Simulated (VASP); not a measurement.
**GaSi48H25C3: single point with PBE+D4**

The system is GaSi48H25C3, a slab with vacuum.

```
Si H Ga C
1.0
     7.68059    7.68059    0.00000
    -7.68059    7.68059    0.00000
     0.00000    0.00000   23.42765
Si H Ga C
48 25 1 3
Cartesian
  2.9989 7.6473 9.5455
  1.0607 11.4882 9.6231
  -6.7425 7.7088 9.5532
  0.8228 3.8346 10.1148
  3.3049 11.5409 10.2995
  -4.4178 7.6964 9.9923
  3.2576 3.7649 10.4009
  0.7466 7.6445 10.0012
  3.7615 9.7300 8.8289
  0.0536 13.4184 8.7727
  0.0900 2.0264 8.7788
  0.1156 5.7095 8.8444
  -3.9275 5.6875 8.8399
  -3.9634 9.7050 8.8418
  3.7429 5.5496 8.9002
  0.0646 9.5298 8.8258
  -1.9264 1.9318 7.5639
  -5.6949 5.7826 7.3101
  1.9590 1.9328 7.3155
  1.9245 5.7432 7.3744
  -1.9064 5.7470 7.6151
  -1.9553 9.6116 7.5972
  5.7018 5.7330 7.5723
  1.9320 9.6127 7.3388
  5.7370 7.6714 6.1968
  1.9283 11.5336 6.0140
  -5.7648 7.7001 6.0090
  1.9274 3.8517 6.0097
  -1.9098 3.8504 6.1785
  -1.9281 7.6772 6.2141
  -1.9081 11.5099 6.1743
  1.8974 7.6635 6.0576
  3.8446 7.6798 4.7577
  -0.0237 11.5223 4.7389
  -0.0489 -0.0020 4.7524
  -0.0245 3.8442 4.7393
  -3.7988 3.8455 4.7391
  -3.8054 7.6808 4.7469
  3.8795 3.8348 4.7365
  -0.0436 7.6775 4.7605
  3.8403 9.6007 3.4089
  0.0000 13.4410 3.4089
  0.0000 1.9201 3.4089
  0.0000 5.7604 3.4089
  -3.8403 5.7604 3.4089
  -3.8403 9.6007 3.4089
  3.8403 5.7604 3.4089
  0.0000 9.6007 3.4089
  5.0174 9.6007 2.5000
  2.6632 9.6007 2.5000
  1.1771 13.4410 2.5000
  -1.1771 13.4410 2.5000
  1.1771 1.9201 2.5000
  -1.1771 1.9201 2.5000
  1.1771 5.7604 2.5000
  -1.1771 5.7604 2.5000
  -2.6632 5.7604 2.5000
  -5.0174 5.7604 2.5000
  -2.6632 9.6007 2.5000
  -5.0174 9.6007 2.5000
  5.0174 5.7604 2.5000
  2.6632 5.7604 2.5000
  1.1771 9.6007 2.5000
  -1.1771 9.6007 2.5000
  -6.0421 7.5907 13.5662
  -4.7041 7.1982 14.6891
  -5.2116 6.0295 13.4309
  -1.7499 8.5448 13.7415
  -1.2809 8.2789 12.0338
  -2.1568 9.7552 12.4839
  0.1713 4.6780 12.3728
  -1.1697 3.7583 11.6347
  0.2148 2.8983 12.3657
  -3.8084 7.8472 12.3375
  -5.0649 7.0957 13.6586
  -2.0614 8.6808 12.6987
  -0.0805 3.7835 11.7870
```

* Program: VASP 6.6.1
* Task: single point
* Functional: PBE
* Dispersion: D4
* Potentials or basis: VASP PAW PBE potentials, release 64 (Si, H, Ga_d, C)
* Cutoff: 520 eV
* k mesh: 1 × 1 × 1
* Occupations: gaussian, width 0.03 eV
* Spin: no spin polarisation

The largest force is 0.344 eV/Å. The dispersion energy per atom is -0.185 eV.

Forces in eV/Å, atoms in the order of the input:
```
Si  -0.052  0.000 -0.094
Si   0.065 -0.008 -0.118
Si   0.077 -0.001 -0.094
Si   0.004 -0.004 -0.019
Si  -0.035  0.000 -0.037
Si  -0.042  0.003 -0.030
Si  -0.004 -0.001 -0.030
Si   0.022  0.000 -0.039
Si  -0.032 -0.008  0.002
Si   0.030 -0.007  0.003
Si   0.016 -0.022 -0.011
Si   0.018  0.016 -0.010
Si  -0.032 -0.003  0.003
Si  -0.015 -0.012 -0.003
Si  -0.012  0.018 -0.004
Si   0.032  0.015  0.002
Si   0.001 -0.004 -0.001
Si  -0.026  0.004  0.055
Si  -0.015 -0.023  0.032
Si   0.009  0.020  0.024
Si   0.002 -0.001 -0.005
Si   0.003  0.001 -0.002
Si   0.002  0.003  0.001
Si  -0.003  0.011  0.058
Si  -0.001  0.000  0.006
Si  -0.002 -0.001  0.014
Si  -0.003  0.000  0.013
Si   0.003  0.001  0.004
Si   0.002  0.002  0.002
Si   0.000 -0.001  0.002
Si   0.001 -0.001  0.003
Si   0.004  0.001  0.013
Si   0.000  0.000  0.018
Si  -0.002  0.001  0.019
Si  -0.001  0.000  0.017
Si  -0.002  0.001  0.016
Si   0.003 -0.001  0.016
Si   0.001  0.000  0.016
Si   0.002  0.001  0.016
Si  -0.002 -0.001  0.015
Si   0.234 -0.019  0.003
Si  -0.282  0.014 -0.063
Si  -0.302  0.003 -0.016
Si  -0.282  0.052 -0.061
Si   0.295  0.048 -0.105
Si   0.318 -0.051 -0.121
Si   0.246  0.009 -0.025
Si  -0.238 -0.069  0.005
H   -0.272 -0.026  0.002
H    0.256  0.010  0.072
H   -0.252  0.024  0.083
H    0.265 -0.003 -0.005
H   -0.254 -0.032  0.085
H    0.276  0.002 -0.009
H   -0.255  0.023  0.072
H    0.301  0.000 -0.009
H   -0.302  0.020 -0.014
H    0.257  0.001  0.071
H   -0.297 -0.021 -0.024
H    0.260 -0.003  0.071
H   -0.267  0.034 -0.012
H    0.256 -0.015  0.071
H   -0.254 -0.020  0.077
H    0.283  0.012  0.012
H   -0.007  0.000 -0.001
H    0.007  0.007  0.016
H   -0.007 -0.006 -0.003
H    0.006 -0.003  0.022
H    0.019 -0.009 -0.013
H    0.003  0.020  0.000
H    0.005  0.021  0.018
H   -0.026 -0.001  0.001
H    0.007 -0.021  0.018
Ga  -0.010 -0.005 -0.014
C    0.020  0.019 -0.031
C   -0.037 -0.016 -0.017
C    0.011 -0.001 -0.027
```

Levels at points of the mesh, in eV from the Fermi level:
| k point | band 119 | band 120 | band 121 | band 122 | band 123 | band 124 |
| --- | --- | --- | --- | --- | --- | --- |
| (0.00, 0.00, 0.00) | -0.58 | -0.30 | -0.18 | 0.32 | 0.42 | 0.89 |

Run time: 36 min on 1 thread of AMD EPYC 7R13, on a shared host, peak memory 2 GiB.

Caveat: the k points lie up to 0.58 Å⁻¹ apart; there is no dipole correction, which matters where the two faces differ.
